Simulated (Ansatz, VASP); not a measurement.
One calculation of In4Sb, two programs

Contents of INCAR:

```
PREC = Accurate
ENCUT = 520
EDIFF = 1E-7
ISMEAR = 0
SIGMA = 0.1
LREAL = False
LASPH = True
NELM = 80
ALGO = Normal
ISIF = 2
LWAVE = False
LCHARG = False
GGA = PE
NBANDS = 36
```

KPOINTS

```
Automatic mesh
0
Gamma
  4 4 4
```

Contents of POSCAR:

```
In4Sb
1.0
   -3.4631953600      3.4631953600      3.4631953600
    3.4631953600     -3.4631953600      3.4631953600
    3.4631953600      3.4631953600     -3.4631953600
In Sb
4 1
Direct
    0.3495999900      0.3495999900      0.3495999900
    0.6504000100      0.0000000000      0.0000000000
    0.0000000000      0.0000000000      0.6504000100
    0.0000000000      0.6504000100      0.0000000000
    0.0000000000      0.0000000000      0.0000000000
```

Input for Ansatz:

```yaml
crystal:
  lattice:
    - [-3.46319536, 3.46319536, 3.46319536]
    - [3.46319536, -3.46319536, 3.46319536]
    - [3.46319536, 3.46319536, -3.46319536]
  atoms:
    - { symbol: In, position: [0.34959999, 0.34959999, 0.34959999] }
    - { symbol: In, position: [0.65040001, 0.0, 0.0] }
    - { symbol: In, position: [0.0, 0.0, 0.65040001] }
    - { symbol: In, position: [0.0, 0.65040001, 0.0] }
    - { symbol: Sb, position: [0.0, 0.0, 0.0] }
basis:
  ecutwfc: 420
kpoints:
  mp_grid: { grid: [4, 4, 4] }
hamiltonian:
  xc: pbe
scf:
  occupations: { method: gaussian, width: 0.1 }
  lower_state_search: "off"
output:
  forces: true
  stress: true
  eigenvalues: true
```

Change from the starting cell: species swapped into the GeF4 type (I-43m, No. 217).

Alike in both runs: task single point; functional PBE; k mesh 4 × 4 × 4; occupations gaussian, width 0.1 eV; no spin polarisation.

|  | VASP | Ansatz |
| --- | --- | --- |
| version | VASP 6.6.1 | Ansatz 0.2.0 |
| potentials or method | VASP PAW PBE potentials, release 64 (In_d, Sb), cutoff 520 eV | scalar-relativistic, plane waves, PAW |
| valence electrons in the cell | 57 | 67 |

```tsv
	VASP	Ansatz	Ansatz less VASP
gap on the k mesh at the Fermi level (eV)	none	none	-
rms of the force components (eV/Å)	8.651	8.739	+0.0873
```

Atom by atom the forces differ by 0.087 eV/Å (rms over components). A gap of «none» marks a metal or a gap that the smearing closes. The functional is the same, so the differences come from potentials, cutoffs and numerics. VASP's potentials hold 57 valence electrons a cell and Ansatz's 67, so a difference there can come from the potentials and not from the codes.

Spin-orbit coupling is off throughout.
